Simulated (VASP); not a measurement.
# MoS2 (P-3m1) in VASP: notebook, part 2 of 2

VASP 6.6.1. Earlier steps stand in the parts before.

## 3. Single point, r2SCAN

This run uses another cell than the first one, of 19.27 Å³/atom, 1.005 times its volume.

The input, POSCAR:

```
MoS2
1.0
    3.2669485462      0.0000000000      0.0000000000
   -1.6334737670      2.8292597457      0.0000000000
    0.0000000000      0.0000000000      6.2547397121
Mo S
1 2
Direct
    0.0000000000      0.0000000000      0.5000000000
    0.3333333333      0.6666666667      0.2586751014
    0.6666666667      0.3333333333      0.7413248986
```

The input, INCAR.step1:

```
  ALGO = Normal
  EDIFF = 1E-4
  ENCUT = 520
  GGA = PE
  ISMEAR = 0
  LASPH = T
  LCHARG = F
  LREAL = F
  LWAVE = T
  NBANDS = 20
  NELM = 60
  PREC = Accurate
  SIGMA = 0.1
```

The input, INCAR.step2:

```
  ALGO = Normal
  EDIFF = 1E-7
  ENCUT = 520
  ISIF = 2
  ISMEAR = 0
  ISTART = 1
  LASPH = T
  LCHARG = F
  LMIXTAU = T
  LREAL = F
  LWAVE = F
  METAGGA = R2SCAN
  NBANDS = 20
  NELM = 60
  PREC = Accurate
  SIGMA = 0.1
```

The input, KPOINTS:

```
k-points
0
Gamma
  4 4 2
```

Potentials or basis: VASP PAW PBE potentials, release 64 (Mo_sv, S).

Command:

```console
> cat potpaw_PBE.64/Mo_sv/POTCAR potpaw_PBE.64/S/POTCAR > POTCAR
> cp INCAR.step1 INCAR
> mpirun -np 1 vasp_std > vasp.out
> cp INCAR.step2 INCAR
> mpirun -np 1 vasp_std > vasp.out
```

OUTCAR:

```text
EDIFF = 1E-7
   ENCUT = 520
   ISIF = 2
   ISMEAR = 0
   ISTART = 1
   LASPH = T
   LREAL = F
   METAGGA = R2SCAN
   NELM = 60
   PREC = Accurate

 ion  position               nearest neighbor table
   1  0.000  0.000  0.500-   2 2.42   3 2.42   3 2.42   2 2.42   3 2.42   2 2.42
   2  0.333  0.667  0.259-   1 2.42   1 2.42   1 2.42
   3  0.667  0.333  0.741-   1 2.42   1 2.42   1 2.42

  LATTYP: Found a hexagonal cell.
 ALAT       =     3.2669485462
 C/A-ratio  =     1.9145510325

  Lattice vectors:

 A1 = (   3.2669485462,   0.0000000000,   0.0000000000)
 A2 = (  -1.6334737670,   2.8292597457,   0.0000000000)
 A3 = (   0.0000000000,   0.0000000000,   6.2547397121)

Analysis of symmetry for initial positions (statically):
=====================================================================
 Subroutine PRICEL returns:
 Original cell was already a primitive cell.

 Routine SETGRP: Setting up the symmetry group for a
 hexagonal supercell.

 Subroutine GETGRP returns: Found 12 space group operations
 (whereof 12 operations were pure point group operations)
 out of a pool of 24 trial point group operations.

The static configuration has the point symmetry D_3d.

Analysis of symmetry for dynamics (positions and initial velocities):
=====================================================================
 Subroutine PRICEL returns:
 Original cell was already a primitive cell.

 Routine SETGRP: Setting up the symmetry group for a
 hexagonal supercell.

 Subroutine GETGRP returns: Found 12 space group operations
 (whereof 12 operations were pure point group operations)
 out of a pool of 24 trial point group operations.

The dynamic configuration has the point symmetry D_3d.

 Subroutine INISYM returns: Found 12 space group operations
 (whereof 12 operations are pure point group operations),
 and found     1 'primitive' translations

----------------------------------------------------------------------------------------

                                     Primitive cell

  volume of cell :      57.8128

  direct lattice vectors                    reciprocal lattice vectors
     3.266948546  0.000000000  0.000000000     0.306096036  0.176724617  0.000000000
    -1.633473767  2.829259746  0.000000000     0.000000000  0.353449344  0.000000000
     0.000000000  0.000000000  6.254739712     0.000000000  0.000000000  0.159878755

  length of vectors
     3.266948546  3.266947697  6.254739712     0.353449252  0.353449344  0.159878755

  position of ions in fractional coordinates (direct lattice)
     0.000000000  0.000000000  0.500000000
     0.333333333  0.666666667  0.258675101
     0.666666667  0.333333333  0.741324899

  ion indices of the primitive-cell ions
   primitive index   ion index
                 1           1
                 2           2
                 3           3

----------------------------------------------------------------------------------------

 KPOINTS: k-points

Automatic generation of k-mesh.
 Grid dimensions read from file:
 generate k-points for:    4    4    2

 Generating k-lattice:

  Cartesian coordinates                     Fractional coordinates (reciprocal lattice)
     0.076524009  0.044181154  0.000000000     0.250000000  0.000000000  0.000000000
     0.000000000  0.088362336  0.000000000     0.000000000  0.250000000  0.000000000
     0.000000000  0.000000000  0.079939378     0.000000000  0.000000000  0.500000000

  Length of vectors
     0.088362313  0.088362336  0.079939378

  Shift w.r.t. Gamma in fractional coordinates (k-lattice)
     0.000000000  0.000000000  0.000000000

 Subroutine IBZKPT returns following result:
 ===========================================

 Found      8 irreducible k-points:

 Following reciprocal coordinates:
            Coordinates               Weight
  0.000000  0.000000  0.000000      1.000000
  0.250000  0.000000  0.000000      6.000000
  0.500000  0.000000  0.000000      3.000000
  0.250000  0.250000  0.000000      6.000000
  0.000000  0.000000  0.500000      1.000000
  0.250000  0.000000  0.500000      6.000000
  0.500000  0.000000  0.500000      3.000000
  0.250000  0.250000  0.500000      6.000000
   k-points           NKPTS =      8   k-points in BZ     NKDIM =      8   number of bands    NBANDS=     20
   number of dos      NEDOS =    301   number of ions     NIONS =      3
   total plane-waves  NPLWV =  27648
   dimension x,y,z NGX =    24 NGY =   24 NGZ =   48
   dimension x,y,z NGXF=    48 NGYF=   48 NGZF=   96
   ions per type =               1   2
   NGX,Y,Z   is equivalent  to a cutoff of  12.21, 12.21, 12.76 a.u.
   NGXF,Y,Z  is equivalent  to a cutoff of  24.43, 24.43, 25.52 a.u.
 SYSTEM =  unknown system
   PREC   = accura    normal or accurate (medium, high low for compatibility)
   ISTART =      1    job   : 0-new  1-cont  2-samecut
   ICHARG =      0    charge: 1-file 2-atom 10-const
   ISPIN  =      1    spin polarized calculation?
   LNONCOLLINEAR =      F non collinear calculations
   LSORBIT =      F    spin-orbit coupling
   LASPH  =      T    aspherical Exc in radial PAW
   ENCUT  =  520.0 eV  38.22 Ry    6.18 a.u.   6.07  6.07 11.63*2*pi/ulx,y,z
   NELM   =     60;   NELMIN=  2; NELMDL=  0     # of ELM steps
   EDIFF  = 0.1E-06   stopping-criterion for ELM
   LREAL  =      F    real-space projection
   EDIFFG = 0.1E-05   stopping-criterion for IOM
   NSW    =      0    number of steps for IOM
   IBRION =     -1    ionic relax: 0-MD 1-quasi-New 2-CG
   NFREE  =      0    steps in history (QN), initial steepest desc. (CG)
   ISIF   =      2    stress and relaxation
   ISYM   =      2    0-nonsym 1-usesym 2-fastsym
   POTIM  = 0.5000    time-step for ionic-motion
   TEBEG  =    0.0;   TEEND  =   0.0 temperature during run
   PSTRESS=    0.0 pullay stress
   NELECT =      26.0000    total number of electrons
   NUPDOWN=      -1.0000    fix difference up-down
   EMIN   =  10.00;   EMAX   =-10.00  energy-range for DOS
   EFERMI =   0.00;   METHOD = LEGACY
   ISMEAR =     0;   SIGMA  =   0.10  broadening in eV -4-tet -1-fermi 0-gaus
   EFERMI_NEDOS =   21; number of points for ismear=-14 and -15
   IALGO  =     38    algorithm
   IMIX   =      4    mixing-type and parameters
     AMIX     =   0.40;   BMIX     =  1.00
     AMIX_MAG =   1.60;   BMIX_MAG =  1.00
  volume/ion in A,a.u.               =      19.27       130.05
  Fermi-wavevector in a.u.,A,eV,Ry     =   1.254270  2.370227 21.404606  1.573194
  Thomas-Fermi vector in A             =   2.388083
   LORBIT       =      0    0 simple, 1 ext, 2 COOP (PROOUT), +10 PAW based schemes
   METAGGA = R2SCAN    functional components
   LHFCALC =     F    Hartree Fock is set to
   AEXX    =    0.0000 exact exchange contribution
   IVDW    =     0    specifies the selected vdW correction
   LEPSILON=     F    determine dielectric tensor
   LRPA    =     F    only Hartree local field effects (RPA)
 non-spin polarized calculation
 Gauss-broadening in eV      SIGMA  =   0.10
  energy-cutoff  :      520.00
  volume of cell :       57.81
 maximum number of plane-waves:      1574
   NGX = 13   NGY = 13   NGZ = 23

 number of electron      25.9999999 magnetization

 Free energy of the ion-electron system (eV)
  ---------------------------------------------------
  ext. energy  EPLUGINS =         0.00000000
  ---------------------------------------------------
  free energy    TOTEN  =       -44.08774488 eV

  energy without entropy =      -44.06926917  energy(sigma->0) =      -44.07850702

 E-fermi :   6.6266     XC(G=0): -10.9899

 val. band max:        6.5852296658   @ k =   0.2500   0.2500   0.5000
 cond. band min:       6.7630160962   @ k =   0.0000   0.0000   0.5000
 fundamental gap:      0.1777864303
 Fermi energy:         6.6265860059

 k-point     1 :       0.0000    0.0000    0.0000
  band No.  band energies     occupation
      1     -57.1847      2.00000
      2     -30.4823      2.00000
      3     -30.4823      2.00000
      4     -30.4576      2.00000
      5      -8.8303      2.00000
      6      -7.2668      2.00000
[... 12 lines left out ...]
     19      13.4638      0.00000
     20      16.6078      0.00000
[... 139 lines left out ...]
 k-point     8 :       0.2500    0.2500    0.5000
  band No.  band energies     occupation
      1     -57.1552      2.00000
      2     -30.7323      2.00000
      3     -30.6142      2.00000
      4     -30.3932      2.00000
      5      -7.0509      2.00000
      6      -6.8591      2.00000
[... 12 lines left out ...]
     19      14.5113      0.00000
     20      15.7562      0.00000

------------------------ aborting loop because EDIFF is reached ----------------------------------------

  FORCE on cell =-STRESS in cart. coord.  units (eV):
  Direction    XX          YY          ZZ          XY          YZ          ZX
  --------------------------------------------------------------------------------------
  -------------------------------------------------------------------------------------
  Total        0.3456928      0.3456926     -0.0780260      0.0000001     -0.0000000      0.0000000
  in kB        9.5802427      9.5802380     -2.1623488      0.0000017     -0.0000000      0.0000000
  external PRESSURE =       5.6660440 kB  Pullay stress =       0.0000000 kB

 VOLUME and BASIS-vectors are now :
 -----------------------------------------------------------------------------
  energy-cutoff  :      520.00
  volume of cell :       57.81
      direct lattice vectors                 reciprocal lattice vectors
     3.266948546  0.000000000  0.000000000     0.306096036  0.176724617  0.000000000
    -1.633473767  2.829259746  0.000000000     0.000000000  0.353449344  0.000000000
     0.000000000  0.000000000  6.254739712     0.000000000  0.000000000  0.159878755

 POSITION                                       TOTAL-FORCE (eV/Angst)
 -----------------------------------------------------------------------------------
      0.00000      0.00000      3.12737        -0.000000      0.000000      0.000000
      0.00000      1.88617      1.61795         0.000000      0.000000     -0.041122
      1.63347      0.94309      4.63679        -0.000000     -0.000000      0.041122
 -----------------------------------------------------------------------------------
    total drift:                                0.000000      0.000000      0.000000

  FREE ENERGIE OF THE ION-ELECTRON SYSTEM (eV)
  ---------------------------------------------------
  free  energy   TOTEN  =       -44.0877448815 eV

  energy  without entropy=      -44.0692691651  energy(sigma->0) =      -44.07850702
```

Run time: 1.7 min. Hardware: 1 thread of AMD EPYC 7R13, shared host; peak memory 0.14 GiB.

Results:

```yaml
Free_energy: -44.0877 eV
Pressure: 0.6 GPa
Largest_force: 0.041 eV/Å
Band_gap_on_the_k_mesh: zero (band 13 reaches 6.59 eV, above the bottom of band 14 at 6.04 eV)
```

Forces on the atoms (eV/Å):
```
Mo   0.000  0.000  0.000
S    0.000  0.000 -0.041
S    0.000  0.000  0.041
```

Stress tensor (GPa, compression positive):
```
 0.96  0.00  0.00
 0.00  0.96  0.00
 0.00  0.00 -0.22
```

Levels at points of the mesh, in eV from the Fermi level:
```csv
k point,band 10,band 11,band 12,band 13,band 14,band 15,band 16,band 17
"(0.00, 0.00, 0.00)",-1.87,-1.03,-1.03,-0.81,-0.52,-0.52,3.42,3.42
"(0.50, 0.00, 0.00)",-4.43,-3.36,-2.00,-1.61,0.84,1.72,3.86,4.09
"(0.00, 0.00, 0.50)",-3.61,-1.04,-1.04,-0.59,-0.59,0.14,3.59,3.59
"(0.50, 0.00, 0.50)",-4.48,-2.55,-1.97,-1.85,0.84,1.71,3.52,5.07
```

Caveat: the k points lie up to 0.56 Å⁻¹ apart; the PAW data sets were made with another functional, which shifts forces and pressure a little.
